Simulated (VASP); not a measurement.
SrAgO3: relaxation of cell and atoms with LDA

SrAgO3:

```
Sr Ag O
1.0
     4.09511    0.00000    0.00000
     0.00000    4.09511    0.00000
     0.00000    0.00000    4.09511
Sr Ag O
1 1 3
Direct
  0.00000 0.00000 0.00000
  0.50000 0.50000 0.50000
  0.50000 0.50000 0.00000
  0.50000 0.00000 0.50000
  0.00000 0.50000 0.50000
```

```
Program                : VASP 6.6.1
Task                   : relaxation of cell and atoms
Functional             : LDA
Potentials or basis    : VASP PAW LDA potentials, release 64 (Sr_sv, Ag, O)
Cutoff                 : 600 eV
k mesh                 : 10 × 10 × 10
Occupations            : gaussian, width 0.1 eV
Spin                   : no spin polarisation
Dipole correction      : no
Further INCAR settings : ALGO = Normal; EDIFF = 1e-06; IBRION = 2; EDIFFG = -0.005; NSW = 70; ISIF = 3
```

```json
{
  "Relaxed volume": "12.57 Å³/atom",
  "Relaxed cell": "a = 3.975 Å, b = 3.975 Å, c = 3.975 Å, α = 90.00°, β = 90.00°, γ = 90.00°",
  "Space group after relaxing (to 0.05 Å)": "Pm-3m (No. 221)",
  "Energy gained by relaxing": "40.0 meV/atom",
  "Ionic steps": "3",
  "Pressure after relaxing": "0.0 GPa"
}
```

Step by step:
| step | energy change (eV) | largest force (eV/Å) | pressure (GPa) | volume (Å³) |
| --- | --- | --- | --- | --- |
| 1 | 0.0000 | 0.0000 | -10.14 | 68.67 |
| 2 | -0.1565 | 0.0000 | 5.93 | 60.39 |
| 3 | -0.1999 | 0.0000 | -0.04 | 62.83 |

Final structure:
```xyz
5
Lattice="3.9755 0.0000 0.0000 0.0000 3.9755 0.0000 0.0000 0.0000 3.9755" Properties=species:S:1:pos:R:3 pbc="T T T"
Sr    0.0000    0.0000    0.0000
Ag    1.9877    1.9877    1.9877
O     1.9877    1.9877    0.0000
O     1.9877    0.0000    1.9877
O     0.0000    1.9877    1.9877
```

Levels at points of the mesh, in eV from the Fermi level:
```tsv
k point	band 17	band 18	band 19	band 20	band 21	band 22	band 23
(0.00, 0.00, 0.00)	-1.01	-1.01	-0.65	-0.65	-0.65	5.58	5.59
(0.50, 0.00, 0.00)	-1.03	-1.03	-0.07	-0.07	0.99	7.32	7.35
(0.50, 0.50, 0.00)	-0.89	-0.37	-0.37	-0.01	3.64	7.84	8.23
(0.50, 0.50, 0.50)	0.07	0.07	0.07	3.64	3.64	6.85	6.85
```

Run time: 3.6 min on 1 thread of Intel(R) Xeon(R) Platinum 8259CL CPU @ 2.50GHz (Skylake/Cascade Lake), with other jobs on the host, peak memory 0.26 GiB.

Caveat: an odd number of electrons without spin polarisation forces a metal; a magnetic or distorted state may lie lower.
